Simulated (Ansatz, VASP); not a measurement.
# Sn2TeAs2: VASP beside Ansatz

```
Sn Te As
1.0
     5.31184    0.00000    0.00000
    -2.65592    4.60019    0.00000
     0.00000    0.00000    5.98717
Sn Te As
2 1 2
Cartesian
  0.0000 3.0668 0.0000
  2.6559 1.5334 0.0000
  0.0000 0.0000 0.0000
  0.0000 3.0668 2.9936
  2.6559 1.5334 2.9936
```

Alike in both runs: task single point; functional PBE; k mesh 6 × 6 × 4; occupations gaussian, width 0.1 eV; no spin polarisation.

|  | VASP | Ansatz |
| --- | --- | --- |
| version | VASP 6.6.1 | Ansatz 0.2.0 |
| potentials or method | VASP PAW PBE potentials, release 64 (Sn_d, Te, As), cutoff 520 eV | scalar-relativistic, plane waves, PAW |
| valence electrons in the cell | 44 | 74 |

```tsv
	VASP	Ansatz	Ansatz less VASP
gap on the k mesh at the Fermi level (eV)	none	none	-
pressure (GPa)	0.1	0.1	+0.01
traceless stress, the component that is largest in VASP (GPa)	-2.32	-2.33	-0.012
```

A gap of «none» marks a metal or a gap that the smearing closes. With one functional, cell and mesh, what is left measures potentials, basis and numerics. VASP's potentials hold 44 valence electrons a cell and Ansatz's 74, so a difference there can come from the potentials and not from the codes.

Neither program's run includes spin-orbit coupling.
